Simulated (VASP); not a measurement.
Here is a VASP 6.6.1 calculation.

The input INCAR:

```
SYSTEM = Si
ALGO = Normal
EDIFF = 1E-6
ENCUT = 520
GGA = PS
ISIF = 2
ISMEAR = -1
LASPH = .True.
LCHARG = .False.
LREAL = Auto
LWAVE = .False.
NBANDS = 48
NELM = 100
PREC = Accurate
SIGMA = 0.02
```

KPOINTS

```
k-points
0
Gamma
  2 2 2
  0 0 0
```

File POSCAR:

```
Si
1.0
    0.0000000000      5.4300000000      5.4300000000
    5.4300000000      0.0000000000      5.4300000000
    5.4300000000      5.4300000000      0.0000000000
Si
17
Direct
   -0.0856077348     -0.0416298343      0.1170994475
    0.0442541436      0.1056906077      0.2159300184
   -0.0624125230     -0.0229465930      0.5952117864
    0.0333425414      0.1186095764      0.7370626151
   -0.0677071823      0.4980755064      0.1079097606
    0.0705524862      0.5924493554      0.2352117864
   -0.0589594843      0.4761049724      0.6254972376
    0.0761786372      0.6245211786      0.7227163904
    0.3986740331     -0.0151197053      0.0873112339
    0.5112338858      0.1172928177      0.2052486188
    0.4121454880      0.0234898711      0.5750000000
    0.5614456722      0.1046869245      0.7238581952
    0.4567034991      0.4994475138      0.0540331492
    0.5890423573      0.6222651934      0.1919705341
    0.4939502762      0.4821270718      0.5796961326
    0.5849263352      0.6524953959      0.6824033149
    0.3514180479      0.4007366483      0.4355064457
```

Potentials or basis: VASP PAW PBE potentials, release 64 (Si).

Run with:

```sh
$ cat potpaw_PBE.64/Si/POTCAR > POTCAR
$ mpirun -np 1 vasp_std > vasp.out
```

**Question.** What does it give for the pressure?

**Answer.** 3.1 GPa.

**Question.** What does it give for the band gap on the k mesh?

**Answer.** Zero (bands 34 and 35 overlap by 0.20 eV).

**Question.** What does it give for the largest force?

**Answer.** 2.722 eV/Å.

Forces on the atoms (eV/Å):
```
Si   0.581 -1.173  0.123
Si   1.408 -1.025 -0.820
Si   0.923 -0.787  0.933
Si  -0.906  0.726 -0.884
Si  -2.481  0.934  0.618
Si   0.500  0.581  0.394
Si  -0.168 -0.364  1.390
Si  -0.876  1.476 -0.651
Si  -0.809  0.811  0.455
Si  -0.152  1.140  1.690
Si   0.195  0.255 -0.491
Si  -0.568 -0.124  0.434
Si   0.115  0.087 -0.648
Si   0.945 -1.446 -1.080
Si   0.582 -0.475 -0.667
Si   0.443 -0.076 -0.160
Si   0.268 -0.539 -0.635
```

Caveat: the k points lie up to 0.50 Å⁻¹ apart; the atoms stand as in a frame of molecular dynamics; the PAW data sets were made with another functional, which shifts forces and pressure a little.
